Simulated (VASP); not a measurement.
# GaSb (zincblende type) (F-43m) in VASP: notebook

GaSb (zincblende type) is run at these levels: r2SCAN; tasks: single point.

Program: VASP 6.6.1. These are calculated values, not measurements. Logs are shortened: lines on timing, memory, paths and dates and some standing lists are left out, and cuts for length are marked.

## 1. The cell of the first run

The structure is cubic, space group F-43m (No. 216). Conventional cell: a = 6.132 Å, b = 6.132 Å, c = 6.132 Å, α = 90.00°, β = 90.00°, γ = 90.00°. Within 3.5 Å of Ga (site symmetry -43m) lie 4 Sb at 2.66 Å. Sb (site symmetry -43m) has 4 Ga at 2.66 Å within 3.5 Å.

## 2. Single point, r2SCAN (28.82 Å³/atom)

POSCAR reads:

```
GaSb
1.0
    0.0000000000      3.0660524128      3.0660524128
    3.0660524128      0.0000000000      3.0660524128
    3.0660524128      3.0660524128      0.0000000000
Ga Sb
1 1
Direct
    0.0000000000      0.0000000000      0.0000000000
    0.2500000000      0.2500000000      0.2500000000
```

INCAR.step1 reads:

```
PREC = Accurate
ENCUT = 550
ISMEAR = -1
SIGMA = 0.08
LREAL = F
LASPH = T
NELM = 120
NBANDS = 16
GGA = PE
ALGO = Normal
EDIFF = 1E-5
LWAVE = T
LCHARG = F
GGA_COMPAT = F
```

INCAR.step2 reads:

```
PREC = Accurate
ENCUT = 550
EDIFF = 1E-6
ISMEAR = -1
SIGMA = 0.08
LREAL = F
LASPH = T
NELM = 120
ALGO = Normal
ISIF = 2
LWAVE = F
LCHARG = T
METAGGA = R2SCAN
LMIXTAU = T
LELF = T
LVHAR = T
NBANDS = 16
ISTART = 1
GGA_COMPAT = F
```

KPOINTS reads:

```
regular mesh
0
Gamma
  9 9 9
```

Potentials or basis: VASP PAW PBE potentials, release 64 (Ga_d, Sb).

Command:

```sh
cat potpaw_PBE.64/Ga_d/POTCAR potpaw_PBE.64/Sb/POTCAR > POTCAR
cp INCAR.step1 INCAR
mpirun -np 1 vasp_std > vasp.out
cp INCAR.step2 INCAR
mpirun -np 1 vasp_std > vasp.out
```

OUTCAR:

```text
PREC = Accurate
   ENCUT = 550
   EDIFF = 1E-6
   ISMEAR = -1
   LREAL = F
   LASPH = T
   NELM = 120
   ISIF = 2
   METAGGA = R2SCAN
   ISTART = 1

 ion  position               nearest neighbor table
   1  0.000  0.000  0.000-   2 2.66   2 2.66   2 2.66   2 2.66
   2  0.250  0.250  0.250-   1 2.66   1 2.66   1 2.66   1 2.66

  LATTYP: Found a face centered cubic cell.
 ALAT       =     6.1321048256

  Lattice vectors:

 A1 = (   0.0000000000,   3.0660524128,   3.0660524128)
 A2 = (   3.0660524128,   0.0000000000,   3.0660524128)
 A3 = (   3.0660524128,   3.0660524128,   0.0000000000)

Analysis of symmetry for initial positions (statically):
=====================================================================
 Subroutine PRICEL returns:
 Original cell was already a primitive cell.

 Routine SETGRP: Setting up the symmetry group for a
 face centered cubic supercell.

 Subroutine GETGRP returns: Found 24 space group operations
 (whereof 24 operations were pure point group operations)
 out of a pool of 48 trial point group operations.

The static configuration has the point symmetry T_d .

Analysis of symmetry for dynamics (positions and initial velocities):
=====================================================================
 Subroutine PRICEL returns:
 Original cell was already a primitive cell.

 Routine SETGRP: Setting up the symmetry group for a
 face centered cubic supercell.

 Subroutine GETGRP returns: Found 24 space group operations
 (whereof 24 operations were pure point group operations)
 out of a pool of 48 trial point group operations.

The dynamic configuration has the point symmetry T_d .

 Subroutine INISYM returns: Found 24 space group operations
 (whereof 24 operations are pure point group operations),
 and found     1 'primitive' translations

----------------------------------------------------------------------------------------

                                     Primitive cell

  volume of cell :      57.6459

  direct lattice vectors                    reciprocal lattice vectors
     0.000000000  3.066052413  3.066052413    -0.163076142  0.163076142  0.163076142
     3.066052413  0.000000000  3.066052413     0.163076142 -0.163076142  0.163076142
     3.066052413  3.066052413  0.000000000     0.163076142  0.163076142 -0.163076142

  length of vectors
     4.336052905  4.336052905  4.336052905     0.282456164  0.282456164  0.282456164

  position of ions in fractional coordinates (direct lattice)
     0.000000000  0.000000000  0.000000000
     0.250000000  0.250000000  0.250000000

  ion indices of the primitive-cell ions
   primitive index   ion index
                 1           1
                 2           2

----------------------------------------------------------------------------------------

 KPOINTS: regular mesh

Automatic generation of k-mesh.
 Grid dimensions read from file:
 generate k-points for:    9    9    9

 Generating k-lattice:

  Cartesian coordinates                     Fractional coordinates (reciprocal lattice)
    -0.018119571  0.018119571  0.018119571     0.111111111  0.000000000  0.000000000
     0.018119571 -0.018119571  0.018119571     0.000000000  0.111111111  0.000000000
     0.018119571  0.018119571 -0.018119571     0.000000000  0.000000000  0.111111111

  Length of vectors
     0.031384018  0.031384018  0.031384018

  Shift w.r.t. Gamma in fractional coordinates (k-lattice)
     0.000000000  0.000000000  0.000000000

 Subroutine IBZKPT returns following result:
 ===========================================

 Found     35 irreducible k-points:

 Following reciprocal coordinates:
            Coordinates               Weight
  0.000000  0.000000  0.000000      1.000000
  0.111111  0.000000  0.000000      8.000000
  0.222222  0.000000  0.000000      8.000000
  0.333333  0.000000  0.000000      8.000000
  0.444444  0.000000  0.000000      8.000000
  0.111111  0.111111  0.000000      6.000000
[... 16 lines left out ...]
 -0.333333  0.333333  0.000000     12.000000
  0.444444  0.444444  0.000000      6.000000
 [... further k-points ...]
   k-points           NKPTS =     35   k-points in BZ     NKDIM =     35   number of bands    NBANDS=     16
   number of dos      NEDOS =    301   number of ions     NIONS =      2
   total plane-waves  NPLWV =  46656
   dimension x,y,z NGX =    36 NGY =   36 NGZ =   36
   dimension x,y,z NGXF=    72 NGYF=   72 NGZF=   72
   ions per type =               1   1
   NGX,Y,Z   is equivalent  to a cutoff of  13.80, 13.80, 13.80 a.u.
   NGXF,Y,Z  is equivalent  to a cutoff of  27.61, 27.61, 27.61 a.u.
 SYSTEM =  unknown system
   PREC   = accura    normal or accurate (medium, high low for compatibility)
   ISTART =      1    job   : 0-new  1-cont  2-samecut
   ICHARG =      0    charge: 1-file 2-atom 10-const
   ISPIN  =      1    spin polarized calculation?
   LNONCOLLINEAR =      F non collinear calculations
   LSORBIT =      F    spin-orbit coupling
   LASPH  =      T    aspherical Exc in radial PAW
   ENCUT  =  550.0 eV  40.42 Ry    6.36 a.u.   8.29  8.29  8.29*2*pi/ulx,y,z
   NELM   =    120;   NELMIN=  2; NELMDL=  0     # of ELM steps
   EDIFF  = 0.1E-05   stopping-criterion for ELM
   LREAL  =      F    real-space projection
   EDIFFG = 0.1E-04   stopping-criterion for IOM
   NSW    =      0    number of steps for IOM
   IBRION =     -1    ionic relax: 0-MD 1-quasi-New 2-CG
   NFREE  =      0    steps in history (QN), initial steepest desc. (CG)
   ISIF   =      2    stress and relaxation
   ISYM   =      2    0-nonsym 1-usesym 2-fastsym
   POTIM  = 0.5000    time-step for ionic-motion
   TEBEG  =    0.0;   TEEND  =   0.0 temperature during run
   PSTRESS=    0.0 pullay stress
   NELECT =      18.0000    total number of electrons
   NUPDOWN=      -1.0000    fix difference up-down
   EMIN   =  10.00;   EMAX   =-10.00  energy-range for DOS
   EFERMI =   0.00;   METHOD = LEGACY
   ISMEAR =    -1;   SIGMA  =   0.08  broadening in eV -4-tet -1-fermi 0-gaus
   EFERMI_NEDOS =   21; number of points for ismear=-14 and -15
   IALGO  =     38    algorithm
   IMIX   =      4    mixing-type and parameters
     AMIX     =   0.40;   BMIX     =  1.00
     AMIX_MAG =   1.60;   BMIX_MAG =  1.00
  volume/ion in A,a.u.               =      28.82       194.51
  Fermi-wavevector in a.u.,A,eV,Ry     =   1.110647  2.098819 16.783290  1.233537
  Thomas-Fermi vector in A             =   2.247201
   LORBIT       =      0    0 simple, 1 ext, 2 COOP (PROOUT), +10 PAW based schemes
   METAGGA = R2SCAN    functional components
   LHFCALC =     F    Hartree Fock is set to
   AEXX    =    0.0000 exact exchange contribution
   IVDW    =     0    specifies the selected vdW correction
   LEPSILON=     F    determine dielectric tensor
   LRPA    =     F    only Hartree local field effects (RPA)
 non-spin polarized calculation
  energy-cutoff  :      550.00
  volume of cell :       57.65
 maximum number of plane-waves:      1707
 NGX is ok and might be reduce to    36
   NGX = 17   NGY = 17   NGZ = 17

 number of electron      18.0000003 magnetization

 Free energy of the ion-electron system (eV)
  ---------------------------------------------------
  ext. energy  EPLUGINS =         0.00000000
  ---------------------------------------------------
  free energy    TOTEN  =       -37.60371282 eV

  energy without entropy =      -37.60334607  energy(sigma->0) =      -37.60352945

 E-fermi :   4.8698     XC(G=0):  -9.6895

 val. band max:        4.6137703623   @ k =   0.0000   0.0000   0.0000
 cond. band min:       5.0105317368   @ k =   0.0000   0.0000   0.0000
 fundamental gap:      0.3967613744
 Fermi energy:         4.8698049628

 k-point     1 :       0.0000    0.0000    0.0000
  band No.  band energies     occupation
      1     -10.8694      2.00000
      2     -10.8694      2.00000
      3     -10.8694      2.00000
      4     -10.8137      2.00000
      5     -10.8137      2.00000
      6      -7.2684      2.00000
[... 8 lines left out ...]
     15      13.6211      0.00000
     16      13.6211      0.00000

 k-point     2 :       0.1111    0.0000    0.0000
  band No.  band energies     occupation
      1     -10.8729      2.00000
      2     -10.8679      2.00000
      3     -10.8679      2.00000
      4     -10.8139      2.00000
      5     -10.8139      2.00000
      6      -7.1357      2.00000
[... 8 lines left out ...]
     15      12.9372      0.00000
     16      12.9372      0.00000

 k-point     3 :       0.2222    0.0000    0.0000
  band No.  band energies     occupation
      1     -10.8817      2.00000
      2     -10.8641      2.00000
      3     -10.8641      2.00000
      4     -10.8141      2.00000
      5     -10.8141      2.00000
      6      -6.7527      2.00000
[... 8 lines left out ...]
     15      12.5808      0.00000
     16      12.5808      0.00000

 k-point     4 :       0.3333    0.0000    0.0000
  band No.  band energies     occupation
      1     -10.8914      2.00000
      2     -10.8603      2.00000
      3     -10.8603      2.00000
      4     -10.8139      2.00000
      5     -10.8139      2.00000
      6      -6.1858      2.00000
[... 8 lines left out ...]
     15      13.1853      0.00000
     16      13.1853      0.00000
[... 324 lines left out ...]
 k-point    22 :      -0.4444    0.3333    0.0000
  band No.  band energies     occupation
      1     -10.9108      2.00000
      2     -10.8486      2.00000
      3     -10.8468      2.00000
      4     -10.8218      2.00000
      5     -10.8114      2.00000
      6      -4.8559      2.00000
[... 8 lines left out ...]
     15      14.5567      0.00000
     16      16.8705      0.00000

 k-point    23 :      -0.3333    0.3333    0.0000
  band No.  band energies     occupation
      1     -10.9072      2.00000
      2     -10.8513      2.00000
      3     -10.8494      2.00000
      4     -10.8186      2.00000
      5     -10.8133      2.00000
      6      -4.9534      2.00000
[... 8 lines left out ...]
     15      13.1646      0.00000
     16      17.2552      0.00000

 k-point    24 :       0.4444    0.4444    0.0000
  band No.  band energies     occupation
      1     -10.9155      2.00000
      2     -10.8440      2.00000
      3     -10.8440      2.00000
      4     -10.8258      2.00000
      5     -10.8093      2.00000
      6      -4.8794      2.00000
[... 8 lines left out ...]
     15      16.2635      0.00000
     16      16.4354      0.00000

 [... further k-points ...]

------------------------ aborting loop because EDIFF is reached ----------------------------------------

  FORCE on cell =-STRESS in cart. coord.  units (eV):
  Direction    XX          YY          ZZ          XY          YZ          ZX
  --------------------------------------------------------------------------------------
  -------------------------------------------------------------------------------------
  Total        0.0283733      0.0283733      0.0283733     -0.0000000      0.0000000      0.0000000
  in kB        0.7885901      0.7885901      0.7885901     -0.0000000      0.0000000      0.0000000
  external PRESSURE =       0.7885901 kB  Pullay stress =       0.0000000 kB

 VOLUME and BASIS-vectors are now :
 -----------------------------------------------------------------------------
  energy-cutoff  :      550.00
  volume of cell :       57.65
      direct lattice vectors                 reciprocal lattice vectors
     0.000000000  3.066052413  3.066052413    -0.163076142  0.163076142  0.163076142
     3.066052413  0.000000000  3.066052413     0.163076142 -0.163076142  0.163076142
     3.066052413  3.066052413  0.000000000     0.163076142  0.163076142 -0.163076142

 POSITION                                       TOTAL-FORCE (eV/Angst)
 -----------------------------------------------------------------------------------
      0.00000      0.00000      0.00000        -0.000000     -0.000000     -0.000000
      1.53303      1.53303      1.53303         0.000000      0.000000      0.000000
 -----------------------------------------------------------------------------------
    total drift:                                0.000000      0.000000      0.000000

  FREE ENERGIE OF THE ION-ELECTRON SYSTEM (eV)
  ---------------------------------------------------
  free  energy   TOTEN  =       -37.6037128193 eV

  energy  without entropy=      -37.6033460746  energy(sigma->0) =      -37.60352945
```

It took 2 min on 1 thread of AMD EPYC 7R13 (Zen 3), shared host; peak memory 0.2 GiB.

Results:

```
Free energy            : -37.6037 eV
Pressure               : 0.1 GPa
Band gap on the k mesh : 0.40 eV
```

Caveat: semilocal functionals underestimate gaps, and a narrow one can read as zero; the PAW data sets were made with another functional, which shifts forces and pressure a little; spin-orbit coupling is left out, which moves the levels of the heavy elements; an odd mesh through Γ misses points on the zone boundary, where band edges can lie.

## 3. Single point, r2SCAN

This run uses another cell than the first one, of 30.02 Å³/atom.

POSCAR reads:

```
GaSb
1.0
    0.0000000000      3.1080583506      3.1080583506
    3.1080583506      0.0000000000      3.1080583506
    3.1080583506      3.1080583506      0.0000000000
Ga Sb
1 1
Direct
    0.0000000000      0.0000000000      0.0000000000
    0.2500000000      0.2500000000      0.2500000000
```

INCAR.step1 reads:

```
PREC = Accurate ; ENCUT = 550
ISMEAR = -1 ; SIGMA = 0.08
LREAL = False ; LASPH = True
NELM = 120 ; NBANDS = 16
GGA = PE ; ALGO = Normal
EDIFF = 1E-5 ; LWAVE = True
LCHARG = False ; GGA_COMPAT = False
```

INCAR.step2 reads:

```
PREC = Accurate ; ENCUT = 550
EDIFF = 1E-6 ; ISMEAR = -1
SIGMA = 0.08 ; LREAL = False
LASPH = True ; NELM = 120
ALGO = Normal ; ISIF = 2
LWAVE = False ; LCHARG = True
METAGGA = R2SCAN ; LMIXTAU = True
LELF = True ; LVHAR = True
NBANDS = 16 ; ISTART = 1
GGA_COMPAT = False
```

KPOINTS is that of step 2.

Potentials or basis: VASP PAW PBE potentials, release 64 (Ga_d, Sb).

Command:

```sh
cat potpaw_PBE.64/Ga_d/POTCAR potpaw_PBE.64/Sb/POTCAR > POTCAR
cp INCAR.step1 INCAR
mpirun -np 1 vasp_std > vasp.out
cp INCAR.step2 INCAR
mpirun -np 1 vasp_std > vasp.out
```

Run time: 1.9 min. Hardware: 1 thread of AMD EPYC 7R13 (Zen 3), shared host; peak memory 0.2 GiB.

The run converged. Its results:

- Free energy: -37.5895 eV
- Pressure: -1.9 GPa
- Band gap on the k mesh: 0.09 eV

Levels at points of the mesh, in eV from the valence-band top:
| k point | band 5 | band 6 | band 7 | band 8 | band 9 | band 10 | band 11 | band 12 | band 13 | band 14 |
| --- | --- | --- | --- | --- | --- | --- | --- | --- | --- | --- |
| (0.00, 0.00, 0.00) | -15.36 | -11.60 | 0.00 | 0.00 | 0.00 | 0.09 | 3.00 | 3.00 | 3.00 | 6.28 |

Caveat: the smearing spreads over this small gap; semilocal functionals underestimate gaps, and a narrow one can read as zero; the PAW data sets were made with another functional, which shifts forces and pressure a little; spin-orbit coupling is left out, which moves the levels of the heavy elements.

The gap in the log of VASP goes by the Fermi energy; the results here count the filled bands.